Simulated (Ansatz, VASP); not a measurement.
# Two plane-wave programs on LaTaTl3

File INCAR:

```
SYSTEM = LaTaTl3
ALGO = Normal ; EDIFF = 1E-7
ENCUT = 520 ; GGA = PE
ISIF = 2 ; ISMEAR = 0
LASPH = .True. ; LCHARG = .True.
LELF = .True. ; LREAL = .False.
LVHAR = .True. ; LWAVE = .False.
NBANDS = 38 ; NELM = 60
PREC = Accurate ; SIGMA = 0.1
```

File KPOINTS:

```
k-points
0
Gamma
  4 4 4
  0 0 0
```

Contents of POSCAR:

```
LaTaTl3
1.0
    5.2260716200      0.0000000000      0.0000000000
    0.0000000000      5.2260716200      0.0000000000
    0.0000000000      0.0000000000      5.2260716200
La Ta Tl
1 1 3
Direct
    0.5000000000      0.5000000000      0.5000000000
    0.0000000000      0.0000000000      0.0000000000
    0.0000000000      0.5000000000      0.5000000000
    0.5000000000      0.0000000000      0.5000000000
    0.5000000000      0.5000000000      0.0000000000
```

Input for Ansatz:

```yaml
crystal:
  lattice:
    - [5.22607162, 0.0, 0.0]
    - [0.0, 5.22607162, 0.0]
    - [0.0, 0.0, 5.22607162]
  atoms:
    - { symbol: La, position: [0.5, 0.5, 0.5] }
    - { symbol: Ta, position: [0.0, 0.0, 0.0] }
    - { symbol: Tl, position: [0.0, 0.5, 0.5] }
    - { symbol: Tl, position: [0.5, 0.0, 0.5] }
    - { symbol: Tl, position: [0.5, 0.5, 0.0] }
basis:
  ecutwfc: 420
kpoints:
  mp_grid: { grid: [4, 4, 4] }
hamiltonian:
  xc: pbe
scf:
  occupations: { method: gaussian, width: 0.1 }
  lower_state_search: "off"
output:
  forces: true
  stress: true
  eigenvalues: true
```

Alike in both runs: task single point; functional PBE; k mesh 4 × 4 × 4; occupations gaussian, width 0.1 eV; no spin polarisation.

|  | VASP | Ansatz |
| --- | --- | --- |
| version | VASP 6.6.1 | Ansatz 0.2.0 |
| potentials or method | VASP PAW PBE potentials, release 64 (La, Ta_pv, Tl_d), cutoff 520 eV | scalar-relativistic, plane waves, PAW |
| valence electrons in the cell | 61 | 63 |

```tsv
	VASP	Ansatz	Ansatz less VASP
gap on the k mesh at the Fermi level (eV)	none	none	-
pressure (GPa)	18.6	18.7	+0.10
```

A gap of «none» marks a metal or a gap that the smearing closes. VASP's potentials hold 61 valence electrons a cell and Ansatz's 63, so a difference there can come from the potentials and not from the codes.

Spin-orbit coupling is off throughout.
